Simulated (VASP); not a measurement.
# Sb (P6_3/mmc) in VASP: further runs

Sb is run at these levels: r2SCAN; tasks: single point.

All numbers are computed with VASP 6.6.1; they aren't measurements. Logs are shortened: lines on timing, memory, paths and dates and some standing lists are left out, and cuts for length are marked.

## 1. The cell of the first run

The structure is hexagonal, space group P6_3/mmc (No. 194). Conventional cell: a = 3.415 Å, b = 3.415 Å, c = 5.187 Å, α = 90.00°, β = 90.00°, γ = 120.00°. Sb (site symmetry -6m2) has 12 Sb at 3.26 to 3.42 Å within 4.3 Å.

## 2. Single point, r2SCAN

The input, POSCAR:

```
Sb
1.0
    3.4151566025      0.0000000000      0.0000000000
   -1.7075783013      2.9576123756      0.0000000000
    0.0000000000      0.0000000000      5.1869018618
Sb
2
Direct
    0.3333333333      0.6666666667      0.2500000000
    0.6666666667      0.3333333333      0.7500000000
```

The input, INCAR.step1:

```
SYSTEM = Sb
PREC = Accurate
ENCUT = 520
ISMEAR = 0
SIGMA = 0.15
LREAL = .False.
LASPH = .True.
NELM = 80
NBANDS = 12
GGA = PE
ALGO = Normal
EDIFF = 1E-4
LWAVE = .True.
LCHARG = .False.
```

The input, INCAR.step2:

```
SYSTEM = Sb
PREC = Accurate
ENCUT = 520
EDIFF = 1E-6
ISMEAR = 0
SIGMA = 0.15
LREAL = .False.
LASPH = .True.
NELM = 80
ALGO = Normal
ISIF = 2
LWAVE = .False.
LCHARG = .False.
METAGGA = R2SCAN
LMIXTAU = .True.
NBANDS = 12
ISTART = 1
```

The input, KPOINTS:

```
regular mesh
0
Gamma
  18 18 10
  0 0 0
```

Potentials or basis: VASP PAW PBE potentials, release 64 (Sb).

Launch:

```bash
$ cat potpaw_PBE.64/Sb/POTCAR > POTCAR
$ cp INCAR.step1 INCAR
$ mpirun -np 1 vasp_std > vasp.out
$ cp INCAR.step2 INCAR
$ mpirun -np 1 vasp_std > vasp.out
```

OUTCAR:

```text
SYSTEM = Sb
   PREC = Accurate
   ENCUT = 520
   EDIFF = 1E-6
   ISMEAR = 0
   LREAL = .False.
   LASPH = .True.
   NELM = 80
   ISIF = 2
   METAGGA = R2SCAN
   ISTART = 1

 ion  position               nearest neighbor table
   1  0.333  0.667  0.250-   2 3.26   2 3.26   2 3.26   2 3.26   2 3.26   2 3.26
   2  0.667  0.333  0.750-   1 3.26   1 3.26   1 3.26   1 3.26   1 3.26   1 3.26

  LATTYP: Found a hexagonal cell.
 ALAT       =     3.4151566025
 C/A-ratio  =     1.5187888772

  Lattice vectors:

 A1 = (   3.4151566025,   0.0000000000,   0.0000000000)
 A2 = (  -1.7075783013,   2.9576123756,   0.0000000000)
 A3 = (   0.0000000000,   0.0000000000,   5.1869018618)

Analysis of symmetry for initial positions (statically):
[... 35 lines left out ...]
                                     Primitive cell

  volume of cell :      52.3914

  direct lattice vectors                    reciprocal lattice vectors
     3.415156603  0.000000000  0.000000000     0.292812341  0.169055284  0.000000000
    -1.707578301  2.957612376  0.000000000     0.000000000  0.338110568  0.000000000
     0.000000000  0.000000000  5.186901862     0.000000000  0.000000000  0.192793314

  length of vectors
     3.415156603  3.415156602  5.186901862     0.338110568  0.338110568  0.192793314

  position of ions in fractional coordinates (direct lattice)
     0.333333333  0.666666667  0.250000000
     0.666666667  0.333333333  0.750000000

  ion indices of the primitive-cell ions
   primitive index   ion index
                 1           1
                 2           2

----------------------------------------------------------------------------------------

 KPOINTS: regular mesh

Automatic generation of k-mesh.
 Grid dimensions read from file:
 generate k-points for:   18   18   10

 Generating k-lattice:

  Cartesian coordinates                     Fractional coordinates (reciprocal lattice)
     0.016267352  0.009391960  0.000000000     0.055555556  0.000000000  0.000000000
     0.000000000  0.018783920  0.000000000     0.000000000  0.055555556  0.000000000
     0.000000000  0.000000000  0.019279331     0.000000000  0.000000000  0.100000000

  Length of vectors
     0.018783920  0.018783920  0.019279331

  Shift w.r.t. Gamma in fractional coordinates (k-lattice)
     0.000000000  0.000000000  0.000000000

 Subroutine IBZKPT returns following result:
 ===========================================

 Found    222 irreducible k-points:

 Following reciprocal coordinates:
            Coordinates               Weight
  0.000000  0.000000  0.000000      1.000000
  0.055556  0.000000  0.000000      6.000000
  0.111111  0.000000  0.000000      6.000000
  0.166667 -0.000000  0.000000      6.000000
  0.222222  0.000000  0.000000      6.000000
  0.277778  0.000000  0.000000      6.000000
[... 16 lines left out ...]
  0.333333  0.111111  0.000000     12.000000
  0.388889  0.111111  0.000000     12.000000
 [... further k-points ...]
   k-points           NKPTS =    222   k-points in BZ     NKDIM =    222   number of bands    NBANDS=     12
   number of dos      NEDOS =    301   number of ions     NIONS =      2
   total plane-waves  NPLWV =  31360
   dimension x,y,z NGX =    28 NGY =   28 NGZ =   40
   dimension x,y,z NGXF=    56 NGYF=   56 NGZF=   80
   ions per type =               2
   NGX,Y,Z   is equivalent  to a cutoff of  13.63, 13.63, 12.82 a.u.
   NGXF,Y,Z  is equivalent  to a cutoff of  27.26, 27.26, 25.64 a.u.
 SYSTEM =  Sb
   PREC   = accura    normal or accurate (medium, high low for compatibility)
   ISTART =      1    job   : 0-new  1-cont  2-samecut
   ICHARG =      0    charge: 1-file 2-atom 10-const
   ISPIN  =      1    spin polarized calculation?
   LNONCOLLINEAR =      F non collinear calculations
   LSORBIT =      F    spin-orbit coupling
   LASPH  =      T    aspherical Exc in radial PAW
   ENCUT  =  520.0 eV  38.22 Ry    6.18 a.u.   6.35  6.35  9.64*2*pi/ulx,y,z
   NELM   =     80;   NELMIN=  2; NELMDL=  0     # of ELM steps
   EDIFF  = 0.1E-05   stopping-criterion for ELM
   LREAL  =      F    real-space projection
   EDIFFG = 0.1E-04   stopping-criterion for IOM
   NSW    =      0    number of steps for IOM
   IBRION =     -1    ionic relax: 0-MD 1-quasi-New 2-CG
   NFREE  =      0    steps in history (QN), initial steepest desc. (CG)
   ISIF   =      2    stress and relaxation
   ISYM   =      2    0-nonsym 1-usesym 2-fastsym
   POTIM  = 0.5000    time-step for ionic-motion
   TEBEG  =    0.0;   TEEND  =   0.0 temperature during run
   PSTRESS=    0.0 pullay stress
   NELECT =      10.0000    total number of electrons
   NUPDOWN=      -1.0000    fix difference up-down
   EMIN   =  10.00;   EMAX   =-10.00  energy-range for DOS
   EFERMI =   0.00;   METHOD = LEGACY
   ISMEAR =     0;   SIGMA  =   0.15  broadening in eV -4-tet -1-fermi 0-gaus
   EFERMI_NEDOS =   21; number of points for ismear=-14 and -15
   IALGO  =     38    algorithm
   IMIX   =      4    mixing-type and parameters
     AMIX     =   0.40;   BMIX     =  1.00
     AMIX_MAG =   1.60;   BMIX_MAG =  1.00
  volume/ion in A,a.u.               =      26.20       176.78
  Fermi-wavevector in a.u.,A,eV,Ry     =   0.942587  1.781231 12.088376  0.888471
  Thomas-Fermi vector in A             =   2.070211
   LORBIT       =      0    0 simple, 1 ext, 2 COOP (PROOUT), +10 PAW based schemes
   METAGGA = R2SCAN    functional components
   LHFCALC =     F    Hartree Fock is set to
   AEXX    =    0.0000 exact exchange contribution
   IVDW    =     0    specifies the selected vdW correction
   LEPSILON=     F    determine dielectric tensor
   LRPA    =     F    only Hartree local field effects (RPA)
 non-spin polarized calculation
 Gauss-broadening in eV      SIGMA  =   0.15
  energy-cutoff  :      520.00
  volume of cell :       52.39
 maximum number of plane-waves:      1437
 NGX is ok and might be reduce to    28

 number of electron      10.0000000 magnetization

 Free energy of the ion-electron system (eV)
  ---------------------------------------------------
  ext. energy  EPLUGINS =         0.00000000
  ---------------------------------------------------
  free energy    TOTEN  =       -50.54565161 eV

  energy without entropy =      -50.53185353  energy(sigma->0) =      -50.53875257

 E-fermi :   8.7946     XC(G=0): -10.9497

 val. band max:        8.7903035715   @ k =   0.1667  -0.0000   0.2000
 cond. band min:       8.8032081864   @ k =   0.3889   0.0000   0.0000
 fundamental gap:      0.0129046148
 Fermi energy:         8.7946488565

 k-point     1 :       0.0000    0.0000    0.0000
  band No.  band energies     occupation
      1      -4.9928      2.00000
      2      -0.0097      2.00000
      3       2.6412      2.00000
      4      11.8277      0.00000
      5      11.8277      0.00000
      6      13.9382      0.00000
      7      13.9382      0.00000
      8      15.7866      0.00000
      9      16.2962      0.00000
     10      18.0940      0.00000
     11      19.0704      0.00000
     12      19.0704      0.00000

 k-point     2 :       0.0556    0.0000    0.0000
  band No.  band energies     occupation
      1      -4.9371      2.00000
      2       0.0364      2.00000
      3       2.6994      2.00000
      4      11.2313      0.00000
      5      11.6023      0.00000
      6      13.6851      0.00000
      7      14.0522      0.00000
      8      15.6130      0.00000
      9      16.6740      0.00000
     10      17.8861      0.00000
     11      19.0193      0.00000
     12      19.3139      0.00000

 k-point     3 :       0.1111    0.0000    0.0000
  band No.  band energies     occupation
      1      -4.7701      2.00000
      2       0.1726      2.00000
      3       2.8734      2.00000
      4       9.9598      0.00000
      5      11.0969      0.00000
      6      12.9773      0.00000
      7      14.1936      0.00000
      8      15.0910      0.00000
      9      16.6533      0.00000
     10      17.9867      0.00000
     11      19.1003      0.00000
     12      19.6028      0.00000

 k-point     4 :       0.1667   -0.0000    0.0000
  band No.  band energies     occupation
      1      -4.4930      2.00000
      2       0.3912      2.00000
      3       3.1610      2.00000
      4       8.5191      1.99062
      5      10.5198      0.00000
      6      12.0092      0.00000
      7      14.1457      0.00000
      8      14.2608      0.00000
      9      15.7422      0.00000
     10      18.9094      0.00000
     11      18.9402      0.00000
     12      19.5446      0.00000

 k-point     5 :       0.2222    0.0000    0.0000
  band No.  band energies     occupation
      1      -4.1077      2.00000
      2       0.6732      2.00000
      3       3.5583      2.00000
      4       7.1035      2.00000
      5       9.9675      0.00000
      6      10.9015      0.00000
      7      13.2279      0.00000
      8      13.9174      0.00000
      9      14.8980      0.00000
     10      18.3676      0.00000
     11      19.1014      0.00000
     12      19.1053      0.00000
[... 228 lines left out ...]
      1      -3.4562      2.00000
      2       1.0666      2.00000
      3       4.2247      2.00000
      4       5.9266      2.00000
      5       7.8401      2.00000
      6      10.4194      0.00000
      7      11.9626      0.00000
      8      12.4549      0.00000
      9      15.6164      0.00000
     10      16.3004      0.00000
     11      18.7679      0.00000
     12      20.2492      0.00000

 k-point    22 :       0.2778    0.1111    0.0000
  band No.  band energies     occupation
      1      -2.8745      2.00000
      2       1.2383      2.00000
      3       4.8110      2.00000
      4       4.9956      2.00000
      5       7.3500      2.00000
      6       9.3007      0.00000
      7      10.9195      0.00000
      8      12.1140      0.00000
      9      15.2216      0.00000
     10      15.7893      0.00000
     11      19.5540      0.00000
     12      20.3061      0.00000

 k-point    23 :       0.3333    0.1111    0.0000
  band No.  band energies     occupation
      1      -2.2194      2.00000
      2       1.1018      2.00000
      3       4.5349      2.00000
      4       5.4574      2.00000
      5       6.9320      2.00000
      6       8.3387      1.99998
      7       9.9171      0.00000
      8      11.8548      0.00000
      9      14.9435      0.00000
     10      15.4404      0.00000
     11      19.7220      0.00000
     12      20.2654      0.00000

 k-point    24 :       0.3889    0.1111    0.0000
  band No.  band energies     occupation
      1      -1.5569      2.00000
      2       0.6320      2.00000
      3       4.5750      2.00000
      4       6.0787      2.00000
      5       6.5236      2.00000
      6       7.7056      2.00000
      7       9.0713      0.00910
      8      11.6937      0.00000
      9      14.7782      0.00000
     10      15.2372      0.00000
     11      19.6933      0.00000
     12      20.2095      0.00000

 [... further k-points ...]
[... 5 lines left out ...]
  --------------------------------------------------------------------------------------
  -------------------------------------------------------------------------------------
  Total        0.8730283      0.8730283      0.3920721     -0.0000000     -0.0000000     -0.0000000
  in kB       26.6980171     26.6980171     11.9899284     -0.0000000     -0.0000000     -0.0000000
  external PRESSURE =      21.7953209 kB  Pullay stress =       0.0000000 kB

 VOLUME and BASIS-vectors are now :
 -----------------------------------------------------------------------------
  energy-cutoff  :      520.00
  volume of cell :       52.39
      direct lattice vectors                 reciprocal lattice vectors
     3.415156603  0.000000000  0.000000000     0.292812341  0.169055284  0.000000000
    -1.707578301  2.957612376  0.000000000     0.000000000  0.338110568  0.000000000
     0.000000000  0.000000000  5.186901862     0.000000000  0.000000000  0.192793314

 POSITION                                       TOTAL-FORCE (eV/Angst)
 -----------------------------------------------------------------------------------
     -0.00000      1.97174      1.29673        -0.000000     -0.000000      0.000000
      1.70758      0.98587      3.89018         0.000000      0.000000      0.000000
 -----------------------------------------------------------------------------------
    total drift:                               -0.000000      0.000000      0.000000

  FREE ENERGIE OF THE ION-ELECTRON SYSTEM (eV)
  ---------------------------------------------------
  free  energy   TOTEN  =       -50.5456516052 eV

  energy  without entropy=      -50.5318535274  energy(sigma->0) =      -50.53875257
```

Wall time 4.3 min (1 thread of Intel Xeon Platinum 8375C at 2.90GHz (Ice Lake), shared host); peak memory 0.27 GiB.

Results:

| Quantity | Value |
| --- | --- |
| Free energy | -50.5457 eV |
| Pressure | 2.2 GPa |
| Band gap on the k mesh | zero (band 5 reaches 12.89 eV, above the bottom of band 6 at 5.36 eV) |

Caveat: the PAW data sets were made with another functional, which shifts forces and pressure a little; spin-orbit coupling is left out, which moves the levels of the heavy elements.

## 3. Single point, r2SCAN

This run uses another cell than the first one, of the same volume but with other edges.

The input, POSCAR:

```
Sb
1.0
    3.3146519632      0.0000000000      0.0000000000
   -1.6573259816      2.8705728048      0.0000000000
    0.0000000000      0.0000000000      5.5062180836
Sb
2
Direct
    0.3333333333      0.6666666667      0.2500000000
    0.6666666667      0.3333333333      0.7500000000
```

The input, INCAR.step1:

```
PREC = Accurate
ENCUT = 520
ISMEAR = 0
SIGMA = 0.15
LREAL = False
LASPH = True
NELM = 80
NBANDS = 12
GGA = PE
ALGO = Normal
EDIFF = 1E-4
LWAVE = True
LCHARG = False
```

The input, INCAR.step2:

```
PREC = Accurate
ENCUT = 520
EDIFF = 1E-6
ISMEAR = 0
SIGMA = 0.15
LREAL = False
LASPH = True
NELM = 80
ALGO = Normal
ISIF = 2
LWAVE = False
LCHARG = False
METAGGA = R2SCAN
LMIXTAU = True
NBANDS = 12
ISTART = 1
```

The input, KPOINTS:

```
regular mesh
0
Gamma
  18 18 10
```

Potentials or basis: VASP PAW PBE potentials, release 64 (Sb).

Launch:

```bash
$ cat potpaw_PBE.64/Sb/POTCAR > POTCAR
$ cp INCAR.step1 INCAR
$ mpirun -np 1 vasp_std > vasp.out
$ cp INCAR.step2 INCAR
$ mpirun -np 1 vasp_std > vasp.out
```

Wall time 5.4 min (1 thread of Intel Xeon Platinum 8375C at 2.90GHz (Ice Lake), shared host); peak memory 0.27 GiB.

It converged, with:

```yaml
Free_energy: -50.5590 eV
Pressure: 2.2 GPa
Band_gap_on_the_k_mesh: zero (band 5 reaches 13.80 eV, above the bottom of band 6 at 5.28 eV)
```

Stress tensor (GPa, compression positive):
```
2.31 0.00 0.00
0.00 2.31 0.00
0.00 0.00 2.10
```

Levels at points of the mesh, in eV from the Fermi level:
| k point | band 3 | band 4 | band 5 | band 6 | band 7 | band 8 |
| --- | --- | --- | --- | --- | --- | --- |
| (0.00, 0.00, 0.00) | -6.42 | 4.05 | 4.05 | 5.59 | 5.79 | 5.79 |
| (0.50, 0.00, 0.00) | -4.72 | -3.56 | -2.56 | -0.19 | 0.46 | 3.90 |
| (0.00, 0.00, 0.50) | -1.09 | -1.09 | 4.91 | 4.91 | 4.91 | 4.91 |
| (0.50, 0.00, 0.50) | -5.88 | -5.88 | 1.76 | 1.76 | 1.78 | 1.78 |

Caveat: the PAW data sets were made with another functional, which shifts forces and pressure a little; spin-orbit coupling is left out, which moves the levels of the heavy elements.
